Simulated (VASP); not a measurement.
**BaZrO3: single point with PBEsol**

The system is BaZrO3.

```
Ba Zr O
1.0
     4.14088    0.00000    0.00000
     0.00000    4.14088    0.00000
     0.00000    0.00000    4.14088
Ba Zr O
1 1 3
Direct
  0.00000 0.00000 0.00000
  0.50000 0.50000 0.50000
  0.00000 0.50000 0.50000
  0.50000 0.00000 0.50000
  0.50000 0.50000 0.00000
```

| Quantity | Value |
| --- | --- |
| Program | VASP 6.6.1 |
| Task | single point |
| Functional | PBEsol |
| Potentials or basis | VASP PAW PBE potentials, release 64 (Ba_sv, Zr_sv, O) |
| Cutoff | 520 eV |
| k mesh | 6 × 6 × 6 |
| Occupations | gaussian, width 0.01 eV |
| Spin | no spin polarisation |

```json
{"Pressure": "6.3 GPa", "Band gap on the k mesh": "3.18 eV, indirect (least direct gap 3.35 eV)"}
```

Levels at points of the mesh, in eV from the valence-band top:
| k point | band 18 | band 19 | band 20 | band 21 | band 22 | band 23 |
| --- | --- | --- | --- | --- | --- | --- |
| (0.00, 0.00, 0.00) | -0.17 | -0.17 | -0.17 | 3.18 | 3.18 | 3.18 |
| (0.50, 0.00, 0.00) | -1.81 | -0.39 | -0.39 | 3.67 | 5.93 | 5.93 |
| (0.50, 0.50, 0.00) | -0.93 | -0.69 | -0.08 | 5.89 | 5.89 | 6.62 |
| (0.50, 0.50, 0.50) | 0.00 | 0.00 | 0.00 | 6.04 | 6.04 | 6.04 |

Wall time 32 s on 1 thread of Intel(R) Xeon(R) Platinum 8488C (Sapphire Rapids), on a shared host, peak memory 0.2 GiB.

Caveat: the PAW data sets were made with another functional, which shifts forces and pressure a little; spin-orbit coupling is left out, which moves the levels of the heavy elements. A hybrid or GW would open this gap; PBEsol tends to underestimate it.
